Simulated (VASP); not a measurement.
# KI (Pm-3m) in VASP: single point with PBEsol

Aim: the single point of KI with PBEsol.

Everything below comes from runs of VASP 6.6.1. Logs are shortened: lines on timing, memory, paths and dates and some standing lists are left out, and cuts for length are marked.

**1. The cell of the first run**

Symmetry: Pm-3m, No. 221, cubic system. Conventional cell: a = 4.291 Å, b = 4.291 Å, c = 4.291 Å, α = 90.00°, β = 90.00°, γ = 90.00°. Within 4.9 Å of K (site symmetry m-3m) lie 8 I at 3.72 Å and 6 K at 4.29 Å. Within 4.9 Å of I (site symmetry m-3m) lie 8 K at 3.72 Å and 6 I at 4.29 Å.

**2. Single point, PBEsol**

Input file INCAR:

```
SYSTEM = KI
PREC = Accurate
ENCUT = 520
EDIFF = 1E-6
ISMEAR = 0
SIGMA = 0.01
LREAL = .FALSE.
LASPH = .TRUE.
NELM = 80
ALGO = Normal
ISIF = 2
LWAVE = .FALSE.
LCHARG = .TRUE.
GGA = PS
LELF = .TRUE.
LVHAR = .TRUE.
NBANDS = 15
```

Input file KPOINTS:

```
regular mesh
0
G
  4 4 4
  0 0 0
```

Input file POSCAR:

```
KI
1.0
    4.2911966600      0.0000000000      0.0000000000
    0.0000000000      4.2911966600      0.0000000000
    0.0000000000      0.0000000000      4.2911966600
K I
1 1
Direct
    0.0000000000      0.0000000000      0.0000000000
    0.5000000000      0.5000000000      0.5000000000
```

Potentials or basis: VASP PAW PBE potentials, release 64 (K_sv, I).

Run with:

```console
$ cat potpaw_PBE.64/K_sv/POTCAR potpaw_PBE.64/I/POTCAR > POTCAR
$ mpirun -np 1 vasp_std > vasp.out
```

OUTCAR:

```text
SYSTEM = KI
   PREC = Accurate
   ENCUT = 520
   EDIFF = 1E-6
   ISMEAR = 0
   LREAL = .FALSE.
   LASPH = .TRUE.
   NELM = 80
   ISIF = 2
   GGA = PS

 ion  position               nearest neighbor table
   1  0.000  0.000  0.000-
   2  0.500  0.500  0.500-

  LATTYP: Found a simple cubic cell.
 ALAT       =     4.2911966600

  Lattice vectors:

 A1 = (   4.2911966600,   0.0000000000,   0.0000000000)
 A2 = (   0.0000000000,   4.2911966600,   0.0000000000)
 A3 = (   0.0000000000,   0.0000000000,   4.2911966600)

Analysis of symmetry for initial positions (statically):
=====================================================================
 Subroutine PRICEL returns:
 Original cell was already a primitive cell.

 Routine SETGRP: Setting up the symmetry group for a
 simple cubic supercell.

 Subroutine GETGRP returns: Found 48 space group operations
[... 9 lines left out ...]

 Routine SETGRP: Setting up the symmetry group for a
 simple cubic supercell.

 Subroutine GETGRP returns: Found 48 space group operations
[... 11 lines left out ...]
                                     Primitive cell

  volume of cell :      79.0197

  direct lattice vectors                    reciprocal lattice vectors
     4.291196660  0.000000000  0.000000000     0.233035230  0.000000000  0.000000000
     0.000000000  4.291196660  0.000000000     0.000000000  0.233035230  0.000000000
     0.000000000  0.000000000  4.291196660     0.000000000  0.000000000  0.233035230

  length of vectors
     4.291196660  4.291196660  4.291196660     0.233035230  0.233035230  0.233035230

  position of ions in fractional coordinates (direct lattice)
     0.000000000  0.000000000  0.000000000
     0.500000000  0.500000000  0.500000000

  ion indices of the primitive-cell ions
   primitive index   ion index
                 1           1
                 2           2

----------------------------------------------------------------------------------------

 KPOINTS: regular mesh

Automatic generation of k-mesh.
 Grid dimensions read from file:
 generate k-points for:    4    4    4

 Generating k-lattice:

  Cartesian coordinates                     Fractional coordinates (reciprocal lattice)
     0.058258807  0.000000000  0.000000000     0.250000000  0.000000000  0.000000000
[... 49 lines left out ...]
   NFREE  =      0    steps in history (QN), initial steepest desc. (CG)
   ISIF   =      2    stress and relaxation
   ISYM   =      2    0-nonsym 1-usesym 2-fastsym
   POTIM  = 0.5000    time-step for ionic-motion
   TEBEG  =    0.0;   TEEND  =   0.0 temperature during run
   PSTRESS=    0.0 pullay stress
   NELECT =      16.0000    total number of electrons
   NUPDOWN=      -1.0000    fix difference up-down
   EMIN   =  10.00;   EMAX   =-10.00  energy-range for DOS
   EFERMI =   0.00;   METHOD = LEGACY
   ISMEAR =     0;   SIGMA  =   0.01  broadening in eV -4-tet -1-fermi 0-gaus
   EFERMI_NEDOS =   21; number of points for ismear=-14 and -15
   IALGO  =     38    algorithm
   IMIX   =      4    mixing-type and parameters
     AMIX     =   0.40;   BMIX     =  1.00
     AMIX_MAG =   1.60;   BMIX_MAG =  1.00
  volume/ion in A,a.u.               =      39.51       266.63
  Fermi-wavevector in a.u.,A,eV,Ry     =   0.961324  1.816639 12.573738  0.924144
  Thomas-Fermi vector in A             =   2.090686
   LORBIT       =      0    0 simple, 1 ext, 2 COOP (PROOUT), +10 PAW based schemes
   GGA     = PS    functional components
   LHFCALC =     F    Hartree Fock is set to
   AEXX    =    0.0000 exact exchange contribution
   IVDW    =     0    specifies the selected vdW correction
   LEPSILON=     F    determine dielectric tensor
   LRPA    =     F    only Hartree local field effects (RPA)
 non-spin polarized calculation
 Gauss-broadening in eV      SIGMA  =   0.01
  energy-cutoff  :      520.00
  volume of cell :       79.02
 maximum number of plane-waves:      2176
 NGX is ok and might be reduce to    32
   NGX = 15   NGY = 15   NGZ = 15

 number of electron      16.0000003 magnetization

 Free energy of the ion-electron system (eV)
  ---------------------------------------------------
  ext. energy  EPLUGINS =         0.00000000
  ---------------------------------------------------
  free energy    TOTEN  =        -5.71301149 eV

  energy without entropy =       -5.71301149  energy(sigma->0) =       -5.71301149

 E-fermi :   0.9136     XC(G=0):  -7.8710

 val. band max:        0.7904269652   @ k =   0.5000   0.5000   0.0000
 cond. band min:       3.9690254007   @ k =   0.0000   0.0000   0.0000
 fundamental gap:      3.1785984355
 Fermi energy:         0.9135893846

 k-point     1 :       0.0000    0.0000    0.0000
  band No.  band energies     occupation
      1     -28.4060      2.00000
      2     -11.9222      2.00000
      3     -11.9222      2.00000
      4     -11.9222      2.00000
      5     -10.4075      2.00000
      6       0.4229      2.00000
      7       0.4229      2.00000
      8       0.4229      2.00000
      9       3.9690      0.00000
     10       5.4518      0.00000
     11       5.4518      0.00000
     12       9.1728      0.00000
     13       9.1728      0.00000
     14       9.1728      0.00000
[... 149 lines left out ...]
      2     -11.9892      2.00000
      3     -11.9892      2.00000
      4     -11.9892      2.00000
      5      -9.8840      2.00000
      6      -0.8936      2.00000
      7      -0.8936      2.00000
      8      -0.8936      2.00000
      9       6.3014      0.00000
     10       6.3014      0.00000
     11       6.3014      0.00000
     12       9.6089      0.00000
     13       9.6089      0.00000
     14       9.6089      0.00000
     15       9.8801      0.00000

------------------------ aborting loop because EDIFF is reached ----------------------------------------

  FORCE on cell =-STRESS in cart. coord.  units (eV):
  Direction    XX          YY          ZZ          XY          YZ          ZX
  --------------------------------------------------------------------------------------
  -------------------------------------------------------------------------------------
  Total       -0.2366051     -0.2366051     -0.2366051      0.0000000      0.0000000     -0.0000000
  in kB       -4.7973278     -4.7973278     -4.7973278      0.0000000      0.0000000     -0.0000000
  external PRESSURE =      -4.7973278 kB  Pullay stress =       0.0000000 kB

 VOLUME and BASIS-vectors are now :
 -----------------------------------------------------------------------------
  energy-cutoff  :      520.00
  volume of cell :       79.02
      direct lattice vectors                 reciprocal lattice vectors
     4.291196660  0.000000000  0.000000000     0.233035230  0.000000000  0.000000000
     0.000000000  4.291196660  0.000000000     0.000000000  0.233035230  0.000000000
     0.000000000  0.000000000  4.291196660     0.000000000  0.000000000  0.233035230

 POSITION                                       TOTAL-FORCE (eV/Angst)
 -----------------------------------------------------------------------------------
      0.00000      0.00000      0.00000         0.000000      0.000000      0.000000
      2.14560      2.14560      2.14560         0.000000      0.000000      0.000000
 -----------------------------------------------------------------------------------
    total drift:                                0.000000      0.000000     -0.000000

  FREE ENERGIE OF THE ION-ELECTRON SYSTEM (eV)
  ---------------------------------------------------
  free  energy   TOTEN  =        -5.7130114927 eV

  energy  without entropy=       -5.7130114927  energy(sigma->0) =       -5.71301149
```

It took 12 s on 1 thread of Intel Xeon Platinum 8488C (Sapphire Rapids), shared host; peak memory 0.17 GiB.

What came out:

* Free energy: -5.7130 eV
* Pressure: -0.5 GPa
* Band gap on the k mesh: 3.18 eV, indirect (least direct gap 3.55 eV)

Levels at points of the mesh, in eV from the valence-band top:
| k point | band 5 | band 6 | band 7 | band 8 | band 9 | band 10 | band 11 | band 12 |
| --- | --- | --- | --- | --- | --- | --- | --- | --- |
| (0.00, 0.00, 0.00) | -11.20 | -0.37 | -0.37 | -0.37 | 3.18 | 4.66 | 4.66 | 8.38 |
| (0.50, 0.00, 0.00) | -10.88 | -2.33 | -0.29 | -0.29 | 5.33 | 6.09 | 6.95 | 6.96 |
| (0.50, 0.50, 0.00) | -10.85 | -1.74 | -1.74 | 0.00 | 3.81 | 5.60 | 6.75 | 6.75 |
| (0.50, 0.50, 0.50) | -10.67 | -1.68 | -1.68 | -1.68 | 5.51 | 5.51 | 5.51 | 8.82 |

Caveat: the PAW data sets were made with another functional, which shifts forces and pressure a little; spin-orbit coupling is left out, which moves the levels of the heavy elements. PBEsol gaps usually lie below the measured ones, often by a third to a half.
